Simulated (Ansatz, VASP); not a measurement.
One calculation of SnO, two programs

```
CELL_PARAMETERS angstrom
3.42081 0.00000 0.00000
0.00000 5.78539 0.00000
0.00000 0.00000 4.30477
ATOMIC_POSITIONS crystal
Sn 0.50000 0.76809 0.01314
Sn 0.00000 0.23191 0.51314
O 0.50000 0.10875 0.23686
O 0.00000 0.89125 0.73686
```

Alike in both runs: task single point; functional r2SCAN; k mesh 8 × 5 × 6; occupations fermi-dirac, width 0.05 eV; no spin polarisation.

|  | VASP | Ansatz |
| --- | --- | --- |
| version | VASP 6.6.1 | Ansatz 0.2.0 |
| potentials or method | VASP PAW PBE potentials, release 64 (Sn_d, O) | Ansatz PAW |
| plane-wave cutoff (eV) | 520 | 500 |
| valence electrons in the cell | 40 | 40 |

|  | VASP | Ansatz | Ansatz less VASP |
| --- | --- | --- | --- |
| gap on the k mesh at the Fermi level (eV) | 1.86 | 1.88 | +0.013 |
| least direct gap on the mesh (eV) | 2.47 | 2.48 | +0.013 |
| pressure (GPa) | -6.5 | -6.8 | -0.34 |
| traceless stress, the component that is largest in VASP (GPa) | -1.30 | -1.38 | -0.075 |
| rms of the force components (eV/Å) | 0.543 | 0.590 | +0.0474 |

VASP's potentials were made for PBE, not for r2SCAN. Atom by atom the forces differ by 0.048 eV/Å (rms over components).

Noted on Ansatz's run: odd divisions of the mesh miss points on the zone boundary, where band edges often lie, so the gap on the mesh can be too wide.
